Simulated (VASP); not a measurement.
The system is Ga3Se.

```
Se Ga
1.0
     4.43246    0.00000    0.00000
     0.00000    4.43246    0.00000
     0.00000    0.00000    4.43246
Se Ga
1 3
Direct
  0.00000 0.00000 0.00000
  0.50000 0.50000 0.00000
  0.50000 0.00000 0.50000
  0.00000 0.50000 0.50000
```

- Program: VASP 6.6.1
- Task: relaxation of cell and atoms
- Functional: PBEsol
- Potentials or basis: VASP PAW PBE potentials, release 64 (Se, Ga_d)
- Cutoff: 600 eV
- k mesh: 6 × 6 × 6
- Occupations: fermi-dirac, width 0.05 eV
- Spin: no spin polarisation

At the start: pressure -3.6 GPa; volume 21.77 Å³/atom.

Question: How do energy, volume and symmetry change on relaxing?

Answer: Over 3 steps the energy falls by 22.2 meV/atom and the volume is 19.95 Å³/atom (-8.4 %); space group Pm-3m (No. 221, to 0.05 Å).

Step by step:
| step | energy change (eV) | largest force (eV/Å) | pressure (GPa) | volume (Å³) |
| --- | --- | --- | --- | --- |
| 1 | 0.0000 | 0.0000 | -3.60 | 87.08 |
| 2 | -0.0859 | 0.0000 | -0.78 | 81.06 |
| 3 | -0.0888 | 0.0000 | 0.03 | 79.79 |

Final structure:
```xyz
4
Lattice="4.3052 0.0000 0.0000 0.0000 4.3052 0.0000 0.0000 0.0000 4.3052" Properties=species:S:1:pos:R:3 pbc="T T T"
Se    0.0000    0.0000    0.0000
Ga    2.1526    2.1526    0.0000
Ga    2.1526    0.0000    2.1526
Ga    0.0000    2.1526    2.1526
```

Caveat: the PAW data sets were made with another functional, which shifts forces and pressure a little.
